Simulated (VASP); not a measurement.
Write the native input for VASP 6.6.1 that does the following.

```yaml
Task: relaxation of cell and atoms
Functional: PBE
Dispersion: D4
Potentials_or_basis: VASP PAW PBE potentials, release 64 (Co, O)
Cutoff: 600 eV
k_mesh: 11 × 11 × 11
Occupations: fermi-dirac, width 0.05 eV
Spin: collinear spin, ferromagnetic start
Starting_moments: "[2.0, 0.0] μB"
Dipole_correction: no
Further_INCAR_settings: ALGO = Normal; EDIFF = 1e-06; IBRION = 2; EDIFFG = -0.01; NSW = 60; ISIF = 3
```

The structure of CoO lies in POSCAR:

```
CoO
1.0
    0.0000000000      2.1315000000      2.1315000000
    2.1315000000      0.0000000000      2.1315000000
    2.1315000000      2.1315000000      0.0000000000
Co O
1 1
Direct
    0.0000000000      0.0000000000      0.0000000000
    0.5000000000      0.5000000000      0.5000000000
```

These files were run (other wordings do the same):

INCAR

```
PREC = Accurate
ENCUT = 600
EDIFF = 1E-6
ISMEAR = -1
SIGMA = 0.05
LREAL = F
LASPH = T
NELM = 150
ALGO = Normal
ISIF = 3
LWAVE = F
LCHARG = F
ISPIN = 2
MAGMOM = 2 0
LORBIT = 11
LMAXMIX = 4
GGA = PE
IVDW = 13
IBRION = 2
NSW = 60
EDIFFG = -0.01
```

KPOINTS

```
Automatic mesh
0
Gamma
  11 11 11
```

Potentials or basis: VASP PAW PBE potentials, release 64 (Co, O).

Command:

```bash
$ cat potpaw_PBE.64/Co/POTCAR potpaw_PBE.64/O/POTCAR > POTCAR
$ mpirun -np 1 vasp_std > vasp.out
```

It gave:

```json
{
 "Relaxed volume": "9.35 Å³/atom",
 "Relaxed cell": "a = 2.979 Å, b = 2.979 Å, c = 2.979 Å, α = 60.00°, β = 60.00°, γ = 60.00°",
 "Space group after relaxing (to 0.05 Å)": "Fm-3m (No. 225)",
 "Energy gained by relaxing": "6.3 meV/atom",
 "Ionic steps": "3",
 "Pressure after relaxing": "0.0 GPa",
 "Net moment": "2.82 μB per cell",
 "Site moments": "Co +2.49; O +0.28 μB",
 "Valence electrons inside the program's atomic spheres": "Co 7.85; O 4.99",
 "Dispersion energy per atom": "-0.282 eV"
}
```

Caveat: a cell with one magnetic atom can't hold antiferromagnetic order, which such compounds often take; pairwise dispersion overbinds metals, which lowers pressure and volume.

It took 41 s on 1 thread of Intel(R) Xeon(R) 6975P-C (Granite Rapids), with other jobs on the host, peak memory 0.17 GiB.
